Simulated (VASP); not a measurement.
A run of VASP 6.6.1 is set up as follows.

Contents of INCAR:

```
SYSTEM = RbCl
ALGO = Normal
EDIFF = 1E-8
ENCUT = 500
GGA = CA
GGA_COMPAT = .FALSE.
IBRION = 6
ISIF = 3
ISMEAR = 0
LASPH = .TRUE.
LCHARG = .TRUE.
LREAL = .FALSE.
LWAVE = .FALSE.
NELM = 120
NFREE = 2
NSW = 1
POTIM = 0.015
PREC = Accurate
SIGMA = 0.01
```

KPOINTS

```
k-points
0
G
  6 6 6
  0 0 0
```

Contents of POSCAR:

```
RbCl
1.0
    0.0000000000      2.9391082772      2.9391082772
    2.9391082772      0.0000000000      2.9391082772
    2.9391082772      2.9391082772      0.0000000000
Rb Cl
1 1
Direct
    0.0000000000      0.0000000000      0.0000000000
    0.5000000000      0.5000000000      0.5000000000
```

Potentials or basis: VASP PAW LDA potentials, release 64 (Rb_sv, Cl).

Run with:

```sh
$ cat potpaw_LDA.64/Rb_sv/POTCAR potpaw_LDA.64/Cl/POTCAR > POTCAR
$ mpirun -np 1 vasp_std > vasp.out
```

(1) What does it give for the elastic constants C11, C12, C44?

(2) What does it give for the Voigt bulk modulus?

(3) What does it give for the highest phonon frequency at Γ, LO-TO splitting left out?

## Answers

(1) 158, 7, -3 GPa.

(2) 57 GPa.

(3) 215 cm⁻¹.

Caveat: the cell is under stress, which shifts elastic constants; the elastic tensor has a negative eigenvalue, so either the cell is unstable as it stands or the mesh is too thin.
